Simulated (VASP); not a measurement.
# SiC (Imm2) in VASP: a series of runs, part 2 of 2

VASP 6.6.1. Earlier steps stand in the parts before.

## 3. Single point, PBE (all C atoms moved +0.225 Å, as atom 2 along Cartesian [0 0 1])

INCAR reads:

```
SYSTEM = SiC
  PREC = Accurate
  ENCUT = 520
  EDIFF = 1E-6
  ISMEAR = 0
  SIGMA = 0.05
  LREAL = .False.
  LASPH = .True.
  NELM = 80
  ALGO = Normal
  ISIF = 2
  LWAVE = .False.
  LCHARG = .False.
  GGA = PE
  NBANDS = 11
```

KPOINTS reads:

```
regular mesh
0
Gamma
  12 12 12
  0 0 0
```

POSCAR reads:

```
SiC
1.0
    0.0000000000      2.1740000000      2.1740000000
    2.1740000000      0.0000000000      2.1740000000
    2.1740000000      2.1740000000      0.0000000000
Si C
1 1
Direct
    0.0000000000      0.0000000000      0.0000000000
    0.8017479301      0.8017479301      0.6982520699
```

Potentials or basis: VASP PAW PBE potentials, release 64 (Si, C).

Command:

```sh
$ cat potpaw_PBE.64/Si/POTCAR potpaw_PBE.64/C/POTCAR > POTCAR
$ mpirun -np 1 vasp_std > vasp.out
```

OUTCAR:

```text
SYSTEM = SiC
   PREC = Accurate
   ENCUT = 520
   EDIFF = 1E-6
   ISMEAR = 0
   LREAL = .False.
   LASPH = .True.
   NELM = 80
   ISIF = 2
   GGA = PE

 ion  position               nearest neighbor table
   1  0.000  0.000  0.000-   2 1.76   2 1.76   2 2.02   2 2.02
   2  0.802  0.802  0.698-   1 1.76   1 1.76   1 2.02   1 2.02

  LATTYP: Found a face centered cubic cell.
 ALAT       =     4.3480000000

  Lattice vectors:

 A1 = (   0.0000000000,   2.1740000000,   2.1740000000)
 A2 = (   2.1740000000,   0.0000000000,   2.1740000000)
 A3 = (   2.1740000000,   2.1740000000,   0.0000000000)

Analysis of symmetry for initial positions (statically):
=====================================================================
 Subroutine PRICEL returns:
 Original cell was already a primitive cell.

 Routine SETGRP: Setting up the symmetry group for a
 face centered cubic supercell.

 Subroutine GETGRP returns: Found  4 space group operations
 (whereof  4 operations were pure point group operations)
 out of a pool of 48 trial point group operations.

The static configuration has the point symmetry C_2v.

Analysis of symmetry for dynamics (positions and initial velocities):
=====================================================================
 Subroutine PRICEL returns:
 Original cell was already a primitive cell.

 Routine SETGRP: Setting up the symmetry group for a
 face centered cubic supercell.

 Subroutine GETGRP returns: Found  4 space group operations
 (whereof  4 operations were pure point group operations)
 out of a pool of 48 trial point group operations.

The dynamic configuration has the point symmetry C_2v.

 Subroutine INISYM returns: Found  4 space group operations
 (whereof  4 operations are pure point group operations),
 and found     1 'primitive' translations

----------------------------------------------------------------------------------------

                                     Primitive cell

  volume of cell :      20.5498

[... 115 lines left out ...]
   AEXX    =    0.0000 exact exchange contribution
   IVDW    =     0    specifies the selected vdW correction
   LEPSILON=     F    determine dielectric tensor
   LRPA    =     F    only Hartree local field effects (RPA)
 non-spin polarized calculation
 Gauss-broadening in eV      SIGMA  =   0.05
  energy-cutoff  :      520.00
  volume of cell :       20.55
 maximum number of plane-waves:       568
   NGX = 11   NGY = 11   NGZ = 11

 number of electron       8.0000000 magnetization

 Free energy of the ion-electron system (eV)
  ---------------------------------------------------
  ext. energy  EPLUGINS =         0.00000000
  ---------------------------------------------------
  free energy    TOTEN  =       -14.57637203 eV

  energy without entropy =      -14.57637203  energy(sigma->0) =      -14.57637203

 E-fermi :   9.2099     XC(G=0): -11.3875

 val. band max:        9.0364346006   @ k =   0.0000   0.0000   0.0000
 cond. band min:       9.3871073347   @ k =   0.0000   0.5000   0.5000
 fundamental gap:      0.3506727340
 Fermi energy:         9.2098862912

 k-point     1 :       0.0000    0.0000    0.0000
  band No.  band energies     occupation
      1      -7.3073      2.00000
      2       7.0059      2.00000
      3       8.2819      2.00000
      4       9.0364      2.00000
      5      14.2465      0.00000
      6      15.3125      0.00000
      7      15.5090      0.00000
      8      16.0948      0.00000
      9      22.6410      0.00000
     10      22.6724      0.00000
     11      24.2266      0.00000
[... 309 lines left out ...]
 k-point    24 :       0.3333    0.0833    0.0000
  band No.  band energies     occupation
      1      -5.4646      2.00000
      2       2.9148      2.00000
      3       6.0219      2.00000
      4       7.6965      2.00000
      5      13.7454      0.00000
      6      15.0915      0.00000
      7      17.0567      0.00000
      8      17.9131      0.00000
      9      21.3339      0.00000
     10      23.3450      0.00000
     11      23.9164      0.00000

 [... further k-points ...]

------------------------ aborting loop because EDIFF is reached ----------------------------------------

  FORCE on cell =-STRESS in cart. coord.  units (eV):
  Direction    XX          YY          ZZ          XY          YZ          ZX
  --------------------------------------------------------------------------------------
  -------------------------------------------------------------------------------------
  Total        1.7830955      1.7830955      0.5590790      2.0547389      0.0000000      0.0000000
  in kB      139.0197739    139.0197739     43.5888210    160.1985589      0.0000000      0.0000000
  external PRESSURE =     107.2094563 kB  Pullay stress =       0.0000000 kB

 VOLUME and BASIS-vectors are now :
 -----------------------------------------------------------------------------
  energy-cutoff  :      520.00
  volume of cell :       20.55
      direct lattice vectors                 reciprocal lattice vectors
     0.000000000  2.174000000  2.174000000    -0.229990800  0.229990800  0.229990800
     2.174000000  0.000000000  2.174000000     0.229990800 -0.229990800  0.229990800
     2.174000000  2.174000000  0.000000000     0.229990800  0.229990800 -0.229990800

 POSITION                                       TOTAL-FORCE (eV/Angst)
 -----------------------------------------------------------------------------------
      0.00000      0.00000      0.00000         0.000000      0.000000      4.110641
      3.26100      3.26100      3.48600        -0.000000     -0.000000     -4.110641
 -----------------------------------------------------------------------------------
    total drift:                                0.000000      0.000000     -0.000178

  FREE ENERGIE OF THE ION-ELECTRON SYSTEM (eV)
  ---------------------------------------------------
  free  energy   TOTEN  =       -14.5763720301 eV

  energy  without entropy=      -14.5763720299  energy(sigma->0) =      -14.57637203
```

stdout:

```text
POSCAR found type information on POSCAR SiC
 POSCAR found :  2 types and       2 ions
 scaLAPACK will be used
 LDA part: xc-table for (Slater+PW92), standard interpolation
 POSCAR, INCAR and KPOINTS ok, starting setup
 FFT: planning ... GRIDC
 FFT: planning ... GRID_SOFT
 FFT: planning ... GRID
 WAVECAR not read
 entering main loop
```

Run time: 68 s. Hardware: 1 thread of AMD EPYC 7R13, shared host; peak memory 0.15 GiB.

Results:

- Free energy: -14.5764 eV
- Pressure: 10.7 GPa
- Largest force: 4.111 eV/Å
- Band gap on the k mesh: 0.35 eV (least direct gap 4.03 eV)

Forces on the atoms (eV/Å):
```
Si   0.000  0.000  4.111
C    0.000  0.000 -4.111
```

Caveat: the cell differs from its parent crystal (all C atoms moved +0.225 Å, as atom 2 along Cartesian [0 0 1]); the cell stands under pressure; forces of over 1 eV/Å act on the atoms, so gaps and moduli don't describe the material at rest.
